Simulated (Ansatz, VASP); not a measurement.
# Two plane-wave programs on AlN

```
Al N
1.0
     3.28160    0.00000    0.00000
    -1.64080    2.84195    0.00000
     0.00000    0.00000    4.14000
Al N
2 2
Cartesian
  0.0000 1.8946 3.1050
  1.6408 0.9473 1.0350
  0.0000 1.8946 1.0350
  1.6408 0.9473 3.1050
```

Alike in both runs: task single point; functional PBEsol; k mesh 9 × 9 × 6; occupations gaussian, width 0.05 eV; no spin polarisation.

```csv
,VASP,Ansatz
version,VASP 6.6.1,Ansatz 0.2.0
potentials or method,"VASP PAW PBE potentials, release 64 (Al, N), cutoff 520 eV","scalar-relativistic, plane waves, PAW"
valence electrons in the cell,16,16
```

|  | VASP | Ansatz | Ansatz less VASP |
| --- | --- | --- | --- |
| gap on the k mesh at the Fermi level (eV) | 3.41 | 3.40 | -0.014 |
| least direct gap on the mesh (eV) | 3.41 | 3.40 | -0.014 |
| pressure (GPa) | 2.8 | 2.8 | -0.02 |
| traceless stress, the component that is largest in VASP (GPa) | -1.19 | -1.17 | +0.017 |

VASP's potentials were made for PBE, not for PBEsol, and Ansatz warns of the same on its side. The functional is the same, so the differences come from potentials, cutoffs and numerics.
